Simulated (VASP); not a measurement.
# Rb (Pm-3m) in VASP: a series of runs, part 2 of 2

VASP 6.6.1. Earlier steps stand in the parts before.

## 4. Single point, PBEsol (volume scaled by 1.08)

INCAR

```
PREC = Accurate
ENCUT = 520
EDIFF = 1E-7
ISMEAR = -1
SIGMA = 0.1
LREAL = False
LASPH = True
NELM = 80
ALGO = Normal
ISIF = 2
LWAVE = False
LCHARG = False
GGA = PS
NBANDS = 10
```

KPOINTS

```
Automatic mesh
0
Gamma
  8 8 8
```

POSCAR

```
Rb
1.0
    4.6661892544      0.0000000000      0.0000000000
    0.0000000000      4.6661892544      0.0000000000
    0.0000000000      0.0000000000      4.6661892544
Rb
1
Direct
    0.0000000000      0.0000000000      0.0000000000
```

Potentials or basis: VASP PAW PBE potentials, release 64 (Rb_sv).

Started as:

```bash
$ cat potpaw_PBE.64/Rb_sv/POTCAR > POTCAR
$ mpirun -np 1 vasp_std > vasp.out
```

OUTCAR:

```text
PREC = Accurate
   ENCUT = 520
   EDIFF = 1E-7
   ISMEAR = -1
   LREAL = False
   LASPH = True
   NELM = 80
   ISIF = 2
   GGA = PS

 ion  position               nearest neighbor table
   1  0.000  0.000  0.000-

  LATTYP: Found a simple cubic cell.
 ALAT       =     4.6661892544

  Lattice vectors:

 A1 = (   4.6661892544,   0.0000000000,   0.0000000000)
 A2 = (   0.0000000000,   4.6661892544,   0.0000000000)
 A3 = (   0.0000000000,   0.0000000000,   4.6661892544)

Analysis of symmetry for initial positions (statically):
=====================================================================
 Subroutine PRICEL returns:
 Original cell was already a primitive cell.

 Routine SETGRP: Setting up the symmetry group for a
 simple cubic supercell.

 Subroutine GETGRP returns: Found 48 space group operations
 (whereof 48 operations were pure point group operations)
 out of a pool of 48 trial point group operations.

The static configuration has the point symmetry O_h .

Analysis of symmetry for dynamics (positions and initial velocities):
=====================================================================
 Subroutine PRICEL returns:
 Original cell was already a primitive cell.

 Routine SETGRP: Setting up the symmetry group for a
 simple cubic supercell.

 Subroutine GETGRP returns: Found 48 space group operations
 (whereof 48 operations were pure point group operations)
 out of a pool of 48 trial point group operations.

The dynamic configuration has the point symmetry O_h .

 Subroutine INISYM returns: Found 48 space group operations
 (whereof 48 operations are pure point group operations),
 and found     1 'primitive' translations

[... 112 lines left out ...]
     AMIX_MAG =   1.60;   BMIX_MAG =  1.00
  volume/ion in A,a.u.               =     101.60       685.62
  Fermi-wavevector in a.u.,A,eV,Ry     =   0.729782  1.379089  7.246221  0.532582
  Thomas-Fermi vector in A             =   1.821590
   LORBIT       =      0    0 simple, 1 ext, 2 COOP (PROOUT), +10 PAW based schemes
   GGA     = PS    functional components
   LHFCALC =     F    Hartree Fock is set to
   AEXX    =    0.0000 exact exchange contribution
   IVDW    =     0    specifies the selected vdW correction
   LEPSILON=     F    determine dielectric tensor
   LRPA    =     F    only Hartree local field effects (RPA)
 non-spin polarized calculation
  energy-cutoff  :      520.00
  volume of cell :      101.60
 maximum number of plane-waves:      2800
 NGX is ok and might be reduce to    36
   NGX = 17   NGY = 17   NGZ = 17

 number of electron       9.0000000 magnetization

 Free energy of the ion-electron system (eV)
  ---------------------------------------------------
  ext. energy  EPLUGINS =         0.00000000
  ---------------------------------------------------
  free energy    TOTEN  =        -0.93704320 eV

  energy without entropy =       -0.90961422  energy(sigma->0) =       -0.92332871

 E-fermi :  -0.2661     XC(G=0):  -5.2452

 val. band max:       -0.2804350494   @ k =   0.5000   0.1250   0.0000
 cond. band min:      -0.1305184178   @ k =   0.5000   0.1250   0.1250
 fundamental gap:      0.1499166316
 Fermi energy:        -0.2661223760

 k-point     1 :       0.0000    0.0000    0.0000
  band No.  band energies     occupation
      1     -29.3095      2.00000
      2     -13.3497      2.00000
      3     -13.3497      2.00000
      4     -13.3497      2.00000
      5      -2.0971      2.00000
      6       2.0625      0.00000
      7       2.0625      0.00000
      8       5.3034      0.00000
      9       5.3034      0.00000
     10       5.3036      0.00000
[... 287 lines left out ...]
 k-point    24 :       0.5000    0.3750    0.1250
  band No.  band energies     occupation
      1     -29.3020      2.00000
      2     -13.4443      2.00000
      3     -13.4275      2.00000
      4     -13.3478      2.00000
      5       0.5578      0.00053
      6       0.9146      0.00001
      7       2.0118      0.00000
      8       2.3628      0.00000
      9       4.0179      0.00000
     10       4.0834      0.00000

 [... further k-points ...]

------------------------ aborting loop because EDIFF is reached ----------------------------------------

  FORCE on cell =-STRESS in cart. coord.  units (eV):
  Direction    XX          YY          ZZ          XY          YZ          ZX
  --------------------------------------------------------------------------------------
  -------------------------------------------------------------------------------------
  Total       -0.1032039     -0.1032039     -0.1032039      0.0000000      0.0000000     -0.0000000
  in kB       -1.6274956     -1.6274956     -1.6274956      0.0000000      0.0000000     -0.0000000
  external PRESSURE =      -1.6274956 kB  Pullay stress =       0.0000000 kB

 VOLUME and BASIS-vectors are now :
 -----------------------------------------------------------------------------
  energy-cutoff  :      520.00
  volume of cell :      101.60
      direct lattice vectors                 reciprocal lattice vectors
     4.666189254  0.000000000  0.000000000     0.214307639  0.000000000  0.000000000
     0.000000000  4.666189254  0.000000000     0.000000000  0.214307639  0.000000000
     0.000000000  0.000000000  4.666189254     0.000000000  0.000000000  0.214307639

 POSITION                                       TOTAL-FORCE (eV/Angst)
 -----------------------------------------------------------------------------------
      0.00000      0.00000      0.00000         0.000000      0.000000      0.000000
 -----------------------------------------------------------------------------------
    total drift:                                0.000000      0.000000     -0.000000

  FREE ENERGIE OF THE ION-ELECTRON SYSTEM (eV)
  ---------------------------------------------------
  free  energy   TOTEN  =        -0.9370431950 eV

  energy  without entropy=       -0.9096142208  energy(sigma->0) =       -0.92332871
```

stdout:

```text
POSCAR found type information on POSCAR Rb
 POSCAR found :  1 types and       1 ions
 scaLAPACK will be used
 -----------------------------------------------------------------------------
|                                                                             |
|                                                                             |
|     You enforced a specific xc type in the INCAR file but a different       |
|     I HOPE YOU KNOW WHAT YOU ARE DOING!                                     |
|                                                                             |
 -----------------------------------------------------------------------------

 LDA part: xc-table for (Slater+PW92), standard interpolation
 POSCAR, INCAR and KPOINTS ok, starting setup
 FFT: planning ... GRIDC
 FFT: planning ... GRID_SOFT
 FFT: planning ... GRID
 WAVECAR not read
 entering main loop
```

Run time: 44 s. Hardware: 1 thread of Intel Xeon 8259CL, shared host; peak memory 0.21 GiB.

What came out:

| Property | Result |
| --- | --- |
| Free energy | -0.9370 eV |
| Pressure | -0.2 GPa |

Caveat: the PAW data sets were made with another functional, which shifts forces and pressure a little.

## 5. The runs side by side

| cell | gap on the mesh (eV) | pressure (GPa) |
| --- | --- | --- |
| a = 4.548 Å, 1 atom | none | 0.0 |
| a = 4.608 Å, 1 atom | none | -0.1 |
| a = 4.666 Å, 1 atom | none | -0.2 |

Alike in all rows: task single point; level PBEsol; potentials or basis VASP PAW PBE potentials, release 64 (Rb_sv); no spin polarisation; k mesh 8 × 8 × 8; cutoff (eV) 520; smearing fermi-dirac 0.1 eV.

Caveats: the PAW data sets were made with another functional, which shifts forces and pressure a little.

Total energies depend on the potentials used, so only differences within one code and one set of settings carry meaning.
